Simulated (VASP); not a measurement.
# Au (Fm-3m) in VASP: a series of runs

The runs below take Au through single point, relaxation of cell and atoms, with PBEsol.

All numbers are computed with VASP 6.6.1; they aren't measurements. Logs are shortened: lines on timing, memory, paths and dates and some standing lists are left out, and cuts for length are marked.

## (1) The cell of the first run

The structure is cubic, space group Fm-3m (No. 225). The conventional cell has a = 4.082 Å, b = 4.082 Å, c = 4.082 Å, α = 90.00°, β = 90.00°, γ = 90.00°. Au (site symmetry m-3m) has 12 Au at 2.89 Å within 3.8 Å.

## (2) Single point, PBEsol

Input file INCAR:

```
SYSTEM = Au
PREC = Accurate ; ENCUT = 500
EDIFF = 1E-6 ; ISMEAR = 0
SIGMA = 0.1 ; LREAL = .FALSE.
LASPH = .TRUE. ; NELM = 120
ALGO = Normal ; ISIF = 2
LWAVE = .FALSE. ; LCHARG = .TRUE.
GGA = PS ; LELF = .TRUE.
LVHAR = .TRUE. ; NBANDS = 12
GGA_COMPAT = .FALSE.
```

Input file KPOINTS:

```
regular mesh
0
G
  9 9 9
  0 0 0
```

Input file POSCAR:

```
Au
1.0
    0.0000000000      2.0411754265      2.0411754265
    2.0411754265      0.0000000000      2.0411754265
    2.0411754265      2.0411754265      0.0000000000
Au
1
Direct
    0.0000000000      0.0000000000      0.0000000000
```

Potentials or basis: VASP PAW PBE potentials, release 64 (Au).

On the command line:

```sh
> cat potpaw_PBE.64/Au/POTCAR > POTCAR
> mpirun -np 1 vasp_std > vasp.out
```

OUTCAR:

```text
SYSTEM = Au
   PREC = Accurate
   ENCUT = 500
   EDIFF = 1E-6
   ISMEAR = 0
   LREAL = .FALSE.
   LASPH = .TRUE.
   NELM = 120
   ISIF = 2
   GGA = PS

 ion  position               nearest neighbor table
   1  0.000  0.000  0.000-

  LATTYP: Found a face centered cubic cell.
 ALAT       =     4.0823508530

  Lattice vectors:

 A1 = (   0.0000000000,   2.0411754265,   2.0411754265)
 A2 = (   2.0411754265,   0.0000000000,   2.0411754265)
 A3 = (   2.0411754265,   2.0411754265,   0.0000000000)

Analysis of symmetry for initial positions (statically):
=====================================================================
 Subroutine PRICEL returns:
 Original cell was already a primitive cell.

 Routine SETGRP: Setting up the symmetry group for a
 face centered cubic supercell.

 Subroutine GETGRP returns: Found 48 space group operations
 (whereof 48 operations were pure point group operations)
 out of a pool of 48 trial point group operations.

The static configuration has the point symmetry O_h .

Analysis of symmetry for dynamics (positions and initial velocities):
=====================================================================
 Subroutine PRICEL returns:
 Original cell was already a primitive cell.

 Routine SETGRP: Setting up the symmetry group for a
 face centered cubic supercell.

 Subroutine GETGRP returns: Found 48 space group operations
 (whereof 48 operations were pure point group operations)
 out of a pool of 48 trial point group operations.

The dynamic configuration has the point symmetry O_h .

 Subroutine INISYM returns: Found 48 space group operations
 (whereof 48 operations are pure point group operations),
 and found     1 'primitive' translations

----------------------------------------------------------------------------------------

                                     Primitive cell

  volume of cell :      17.0087

  direct lattice vectors                    reciprocal lattice vectors
     0.000000000  2.041175427  2.041175427    -0.244956898  0.244956898  0.244956898
     2.041175427  0.000000000  2.041175427     0.244956898 -0.244956898  0.244956898
     2.041175427  2.041175427  0.000000000     0.244956898  0.244956898 -0.244956898

  length of vectors
     2.886657971  2.886657971  2.886657971     0.424277792  0.424277792  0.424277792

  position of ions in fractional coordinates (direct lattice)
     0.000000000  0.000000000  0.000000000

  ion indices of the primitive-cell ions
   primitive index   ion index
                 1           1

----------------------------------------------------------------------------------------

 KPOINTS: regular mesh

Automatic generation of k-mesh.
 Grid dimensions read from file:
 generate k-points for:    9    9    9

 Generating k-lattice:

  Cartesian coordinates                     Fractional coordinates (reciprocal lattice)
    -0.027217433  0.027217433  0.027217433     0.111111111  0.000000000  0.000000000
     0.027217433 -0.027217433  0.027217433     0.000000000  0.111111111  0.000000000
     0.027217433  0.027217433 -0.027217433     0.000000000  0.000000000  0.111111111

  Length of vectors
     0.047141977  0.047141977  0.047141977

  Shift w.r.t. Gamma in fractional coordinates (k-lattice)
     0.000000000  0.000000000  0.000000000

 Subroutine IBZKPT returns following result:
 ===========================================

 Found     35 irreducible k-points:

 Following reciprocal coordinates:
            Coordinates               Weight
  0.000000  0.000000  0.000000      1.000000
  0.111111  0.000000  0.000000      8.000000
  0.222222  0.000000  0.000000      8.000000
  0.333333  0.000000  0.000000      8.000000
  0.444444  0.000000  0.000000      8.000000
  0.111111  0.111111  0.000000      6.000000
[... 16 lines left out ...]
 -0.333333  0.333333  0.000000     12.000000
  0.444444  0.444444  0.000000      6.000000
 [... further k-points ...]
   k-points           NKPTS =     35   k-points in BZ     NKDIM =     35   number of bands    NBANDS=     12
   number of dos      NEDOS =    301   number of ions     NIONS =      1
   total plane-waves  NPLWV =  13824
   dimension x,y,z NGX =    24 NGY =   24 NGZ =   24
   dimension x,y,z NGXF=    48 NGYF=   48 NGZF=   48
   ions per type =               1
   NGX,Y,Z   is equivalent  to a cutoff of  13.82, 13.82, 13.82 a.u.
   NGXF,Y,Z  is equivalent  to a cutoff of  27.64, 27.64, 27.64 a.u.
 SYSTEM =  Au
   PREC   = accura    normal or accurate (medium, high low for compatibility)
   ISTART =      0    job   : 0-new  1-cont  2-samecut
   ICHARG =      2    charge: 1-file 2-atom 10-const
   ISPIN  =      1    spin polarized calculation?
   LNONCOLLINEAR =      F non collinear calculations
   LSORBIT =      F    spin-orbit coupling
   LASPH  =      T    aspherical Exc in radial PAW
   ENCUT  =  500.0 eV  36.75 Ry    6.06 a.u.   5.26  5.26  5.26*2*pi/ulx,y,z
   NELM   =    120;   NELMIN=  2; NELMDL= -5     # of ELM steps
   EDIFF  = 0.1E-05   stopping-criterion for ELM
   LREAL  =      F    real-space projection
   EDIFFG = 0.1E-04   stopping-criterion for IOM
   NSW    =      0    number of steps for IOM
   IBRION =     -1    ionic relax: 0-MD 1-quasi-New 2-CG
   NFREE  =      0    steps in history (QN), initial steepest desc. (CG)
   ISIF   =      2    stress and relaxation
   ISYM   =      2    0-nonsym 1-usesym 2-fastsym
   POTIM  = 0.5000    time-step for ionic-motion
   TEBEG  =    0.0;   TEEND  =   0.0 temperature during run
   PSTRESS=    0.0 pullay stress
   NELECT =      11.0000    total number of electrons
   NUPDOWN=      -1.0000    fix difference up-down
   EMIN   =  10.00;   EMAX   =-10.00  energy-range for DOS
   EFERMI =   0.00;   METHOD = LEGACY
   ISMEAR =     0;   SIGMA  =   0.10  broadening in eV -4-tet -1-fermi 0-gaus
   EFERMI_NEDOS =   21; number of points for ismear=-14 and -15
   IALGO  =     38    algorithm
   IMIX   =      4    mixing-type and parameters
     AMIX     =   0.40;   BMIX     =  1.00
     AMIX_MAG =   1.60;   BMIX_MAG =  1.00
  volume/ion in A,a.u.               =      17.01       114.78
  Fermi-wavevector in a.u.,A,eV,Ry     =   1.415735  2.675352 27.270245  2.004306
  Thomas-Fermi vector in A             =   2.537143
   LORBIT       =      0    0 simple, 1 ext, 2 COOP (PROOUT), +10 PAW based schemes
   GGA     = PS    functional components
   LHFCALC =     F    Hartree Fock is set to
   AEXX    =    0.0000 exact exchange contribution
   IVDW    =     0    specifies the selected vdW correction
   LEPSILON=     F    determine dielectric tensor
   LRPA    =     F    only Hartree local field effects (RPA)
 non-spin polarized calculation
 Gauss-broadening in eV      SIGMA  =   0.10
  energy-cutoff  :      500.00
  volume of cell :       17.01
 maximum number of plane-waves:       444
 NGX is ok and might be reduce to    24
   NGX = 11   NGY = 11   NGZ = 11

 number of electron      11.0000000 magnetization

 Free energy of the ion-electron system (eV)
  ---------------------------------------------------
  ext. energy  EPLUGINS =         0.00000000
  ---------------------------------------------------
  free energy    TOTEN  =        -3.94850227 eV

  energy without entropy =       -3.94813239  energy(sigma->0) =       -3.94831733

 E-fermi :   9.2876     XC(G=0): -12.8950

 val. band max:        8.9170436326   @ k =   0.4444   0.3333   0.0000
 cond. band min:       9.3352807570   @ k =   0.4444   0.4444   0.0000
 fundamental gap:      0.4182371244
 Fermi energy:         9.2875872009

 k-point     1 :       0.0000    0.0000    0.0000
  band No.  band energies     occupation
      1      -0.6301      2.00000
      2       4.6267      2.00000
      3       4.6267      2.00000
      4       4.6267      2.00000
      5       6.1608      2.00000
      6       6.1608      2.00000
      7      23.8100      0.00000
      8      27.8124      0.00000
      9      27.8124      0.00000
     10      27.8124      0.00000
     11      32.6850      0.00000
     12      37.3733      0.00000

 k-point     2 :       0.1111    0.0000    0.0000
  band No.  band energies     occupation
      1      -0.2060      2.00000
      2       4.4981      2.00000
      3       4.7629      2.00000
      4       4.7629      2.00000
      5       6.1076      2.00000
      6       6.1076      2.00000
      7      24.2351      0.00000
      8      25.6148      0.00000
      9      28.3088      0.00000
     10      28.3088      0.00000
     11      33.0876      0.00000
     12      35.3901      0.00000

 k-point     3 :       0.2222    0.0000    0.0000
  band No.  band energies     occupation
      1       0.8848      2.00000
      2       4.3965      2.00000
      3       4.9211      2.00000
      4       4.9211      2.00000
      5       6.2167      2.00000
      6       6.2167      2.00000
      7      21.5247      0.00000
      8      24.9941      0.00000
      9      29.2531      0.00000
     10      29.2531      0.00000
     11      30.9814      0.00000
     12      32.6574      0.00000

 k-point     4 :       0.3333    0.0000    0.0000
  band No.  band energies     occupation
      1       1.7952      2.00000
      2       4.7806      2.00000
      3       4.7806      2.00000
      4       5.3192      2.00000
      5       6.7738      2.00000
      6       6.7738      2.00000
      7      17.1635      0.00000
      8      24.1445      0.00000
      9      28.1348      0.00000
     10      28.1348      0.00000
     11      32.4595      0.00000
     12      32.7940      0.00000

 k-point     5 :       0.4444    0.0000    0.0000
  band No.  band energies     occupation
      1       1.9610      2.00000
      2       4.6146      2.00000
      3       4.6146      2.00000
      4       7.2910      2.00000
      5       7.2910      2.00000
      6       7.6030      2.00000
      7      13.2451      0.00000
      8      23.3546      0.00000
      9      26.6319      0.00000
     10      26.6319      0.00000
     11      34.0286      0.00000
     12      34.0286      0.00000
[... 228 lines left out ...]
      1       2.5542      2.00000
      2       2.9241      2.00000
      3       6.1175      2.00000
      4       6.6728      2.00000
      5       7.4523      2.00000
      6       8.9170      2.00000
      7      17.6230      0.00000
      8      20.0319      0.00000
      9      20.8925      0.00000
     10      26.8622      0.00000
     11      29.2985      0.00000
     12      36.5605      0.00000

 k-point    22 :      -0.4444    0.3333    0.0000
  band No.  band energies     occupation
      1       2.7682      2.00000
      2       3.3432      2.00000
      3       5.5688      2.00000
      4       6.4151      2.00000
      5       7.4069      2.00000
      6      12.0614      0.00000
      7      14.2667      0.00000
      8      18.0188      0.00000
      9      21.5760      0.00000
     10      26.8857      0.00000
     11      32.3099      0.00000
     12      35.5876      0.00000

 k-point    23 :      -0.3333    0.3333    0.0000
  band No.  band energies     occupation
      1       3.1358      2.00000
      2       3.9461      2.00000
      3       4.8144      2.00000
      4       6.0431      2.00000
      5       6.9185      2.00000
      6      11.7135      0.00000
      7      15.7329      0.00000
      8      16.4445      0.00000
      9      23.5873      0.00000
     10      26.2815      0.00000
     11      34.5362      0.00000
     12      35.0347      0.00000

 k-point    24 :       0.4444    0.4444    0.0000
  band No.  band energies     occupation
      1       2.2699      2.00000
      2       2.6009      2.00000
      3       7.2887      2.00000
      4       7.5515      2.00000
      5       7.5515      2.00000
      6       9.3353      0.50000
      7      16.2444      0.00000
      8      19.5732      0.00000
      9      19.5732      0.00000
     10      26.3847      0.00000
     11      28.9911      0.00000
     12      37.0056      0.00000

 [... further k-points ...]

------------------------ aborting loop because EDIFF is reached ----------------------------------------

  FORCE on cell =-STRESS in cart. coord.  units (eV):
  Direction    XX          YY          ZZ          XY          YZ          ZX
  --------------------------------------------------------------------------------------
  -------------------------------------------------------------------------------------
  Total       -0.0296940     -0.0296940     -0.0296940      0.0000000      0.0000000      0.0000000
  in kB       -2.7970994     -2.7970994     -2.7970994      0.0000000      0.0000000      0.0000000
  external PRESSURE =      -2.7970994 kB  Pullay stress =       0.0000000 kB

 VOLUME and BASIS-vectors are now :
 -----------------------------------------------------------------------------
  energy-cutoff  :      500.00
  volume of cell :       17.01
      direct lattice vectors                 reciprocal lattice vectors
     0.000000000  2.041175427  2.041175427    -0.244956898  0.244956898  0.244956898
     2.041175427  0.000000000  2.041175427     0.244956898 -0.244956898  0.244956898
     2.041175427  2.041175427  0.000000000     0.244956898  0.244956898 -0.244956898

 POSITION                                       TOTAL-FORCE (eV/Angst)
 -----------------------------------------------------------------------------------
      0.00000      0.00000      0.00000         0.000000      0.000000     -0.000000
 -----------------------------------------------------------------------------------
    total drift:                               -0.000000      0.000000      0.000000

  FREE ENERGIE OF THE ION-ELECTRON SYSTEM (eV)
  ---------------------------------------------------
  free  energy   TOTEN  =        -3.9485022704 eV

  energy  without entropy=       -3.9481323884  energy(sigma->0) =       -3.94831733
```

It took 15 s on 1 thread of Intel Xeon 8259CL, shared host; peak memory 0.14 GiB.

What came out:

```
Free energy : -3.9485 eV
Pressure    : -0.3 GPa
```

Caveat: the PAW data sets were made with another functional, which shifts forces and pressure a little; spin-orbit coupling is left out, which moves the levels of the heavy elements.

## (3) Relaxation of cell and atoms, PBEsol

Input file INCAR:

```
ALGO = Normal ; EDIFF = 1E-7
EDIFFG = -0.01 ; ENCUT = 500
GGA = PS ; GGA_COMPAT = False
IBRION = 2 ; ISIF = 3
ISMEAR = 0 ; LASPH = True
LCHARG = False ; LREAL = False
LWAVE = False ; NELM = 120
NELMIN = 4 ; NSW = 80
PREC = Accurate ; SIGMA = 0.1
```

Input file KPOINTS:

```
k-points
0
Gamma
  9 9 9
```

POSCAR is that of step 2.

Potentials or basis: VASP PAW PBE potentials, release 64 (Au).

On the command line:

```sh
> cat potpaw_PBE.64/Au/POTCAR > POTCAR
> mpirun -np 1 vasp_std > vasp.out
```

Wall time 22 s (1 thread of Intel Xeon 8259CL, shared host); peak memory 0.14 GiB.

Results (log left out):

```yaml
Free_energy: -3.9485 eV
Relaxed_volume: 16.98 Å³/atom
Relaxed_cell: a = 2.885 Å, b = 2.885 Å, c = 2.885 Å, α = 60.00°, β = 60.00°, γ = 60.00°
Space_group_after_relaxing_to_0.05_Å: Fm-3m (No. 225)
Energy_gained_by_relaxing: 0.0 meV/atom
Ionic_steps: 3
Pressure_after_relaxing: 0.0 GPa
```

Final structure:
```xyz
1
Lattice="0.0000 2.0401 2.0401 2.0401 0.0000 2.0401 2.0401 2.0401 0.0000" Properties=species:S:1:pos:R:3 pbc="T T T"
Au    0.0000    0.0000    0.0000
```

Levels at points of the mesh, in eV from the Fermi level:
| k point | band 2 | band 3 | band 4 | band 5 | band 6 | band 7 | band 8 | band 9 |
| --- | --- | --- | --- | --- | --- | --- | --- | --- |
| (0.00, 0.00, 0.00) | -4.67 | -4.67 | -4.67 | -3.13 | -3.13 | 14.52 | 18.54 | 18.54 |

Caveat: the PAW data sets were made with another functional, which shifts forces and pressure a little; spin-orbit coupling is left out, which moves the levels of the heavy elements.
